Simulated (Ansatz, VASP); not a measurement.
# InP: VASP beside Ansatz

INCAR

```
SYSTEM = InP
ALGO = Normal
EDIFF = 1E-8
ENCUT = 520
GGA = PE
ISIF = 2
ISMEAR = -1
LASPH = .TRUE.
LCHARG = .FALSE.
LEFG = .TRUE.
LREAL = .FALSE.
LWAVE = .FALSE.
NBANDS = 16
NELM = 80
PREC = Accurate
SIGMA = 0.03
```

File KPOINTS:

```
k-points
0
G
  11 11 11
  0 0 0
```

The input POSCAR:

```
InP
1.0
    0.0000000000      2.8925700979      2.8925700979
    2.8925700979      0.0000000000      2.8925700979
    2.8925700979      2.8925700979      0.0000000000
In P
1 1
Direct
    0.0000000000      0.0000000000      0.0000000000
    0.5000000000      0.5000000000      0.5000000000
```

Input for Ansatz:

```yaml
crystal:
  lattice:
    - [0.0, 2.8925700979, 2.8925700979]
    - [2.8925700979, 0.0, 2.8925700979]
    - [2.8925700979, 2.8925700979, 0.0]
  atoms:
    - { symbol: In, position: [0.0, 0.0, 0.0] }
    - { symbol: P, position: [0.5, 0.5, 0.5] }
kpoints:
  mp_grid: { grid: [11, 11, 11] }
scf:
  occupations: { method: fermi_dirac, width: 0.03 }
hamiltonian:
  xc: pbe
  pseudopotentials: { kind: all_electron, datasets: crystal }
output:
  forces: true
  stress: true
  eigenvalues: true
  efg: { contact_densities: true }
```

Change from the starting cell: volume scaled by 1.04, crystal datasets.

Alike in both runs: task electric field gradients; functional PBE; k mesh 11 × 11 × 11; occupations fermi-dirac, width 0.03 eV; no spin polarisation.

|  | VASP | Ansatz |
| --- | --- | --- |
| version | VASP 6.6.1 | Ansatz 0.2.0 |
| potentials or method | VASP PAW PBE potentials, release 64 (In_d, P), cutoff 520 eV | all-electron PAW with datasets made for the crystal, scalar-relativistic |

|  | VASP | Ansatz | Ansatz less VASP |
| --- | --- | --- | --- |
| pressure (GPa) | -7.0 | -7.0 | +0.03 |

Ansatz ran all-electron here, and VASP with PAW potentials.
